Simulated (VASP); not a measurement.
Wanted: the native input for a VASP 6.6.1 run.

| Item | Value |
| --- | --- |
| Task | relaxation of cell and atoms |
| Functional | PBE |
| Potentials or basis | VASP PAW PBE potentials, release 64 (Ta_pv, H) |
| Cutoff | 600 eV |
| k mesh | 4 × 4 × 3 |
| Occupations | gaussian, width 0.15 eV |
| Spin | no spin polarisation |
| Dipole correction | no |
| Further INCAR settings | ALGO = Normal; EDIFF = 1e-07; IBRION = 2; EDIFFG = -0.08; NSW = 36; ISIF = 3 |

The structure of TaH4 lies in POSCAR:

```
TaH4
1.0
    3.2000000000      0.0000000000      0.0000000000
   -1.6000000000      2.7712812900      0.0000000000
    0.0000000000      0.0000000000      5.1000000000
Ta H
1 4
Direct
    0.0000000000      0.0000000000      0.0000000000
    0.0000000000      0.0000000000      0.4265000000
    0.0000000000      0.0000000000      0.5735000000
    0.6666666700      0.3333333300      0.8000000000
    0.3333333300      0.6666666700      0.2000000000
```

The input as run:

INCAR

```
SYSTEM = TaH4
  PREC = Accurate
  ENCUT = 600
  EDIFF = 1E-7
  ISMEAR = 0
  SIGMA = 0.15
  LREAL = .FALSE.
  LASPH = .TRUE.
  NELM = 100
  ALGO = Normal
  ISIF = 3
  LWAVE = .FALSE.
  LCHARG = .FALSE.
  GGA = PE
  IBRION = 2
  NSW = 36
  EDIFFG = -0.08
```

KPOINTS

```
Automatic mesh
0
G
  4 4 3
  0 0 0
```

Potentials or basis: VASP PAW PBE potentials, release 64 (Ta_pv, H).

Command:

```bash
$ cat potpaw_PBE.64/Ta_pv/POTCAR potpaw_PBE.64/H/POTCAR > POTCAR
$ mpirun -np 1 vasp_std > vasp.out
```

Results of the run:

| Quantity | Value |
| --- | --- |
| Relaxed volume | 9.70 Å³/atom |
| Relaxed cell | a = 2.897 Å, b = 2.897 Å, c = 6.676 Å, α = 90.00°, β = 90.00°, γ = 120.00° |
| Space group after relaxing (to 0.1 Å) | P-3m1 (No. 164) |
| Energy gained by relaxing | 133.5 meV/atom |
| Ionic steps | 25 |
| Pressure after relaxing | 0.3 GPa |
| Largest force after relaxing | 0.022 eV/Å |
| Band gap on the k mesh | zero (an odd number of electrons rules out a gap without spin polarisation) |

Caveat: the k points lie up to 0.63 Å⁻¹ apart in the final cell, too coarse for converged energies and pressures of a metal; a cell axis changed by over 15 % at a fixed basis, so the end point is rough; spin-orbit coupling is left out, which moves the levels of the heavy elements; an odd number of electrons without spin polarisation forces a metal; a magnetic or distorted state may lie lower.

Wall time 76 s on 1 thread of Intel(R) Xeon(R) 6975P-C (Granite Rapids), with other jobs on the host, peak memory 0.19 GiB.
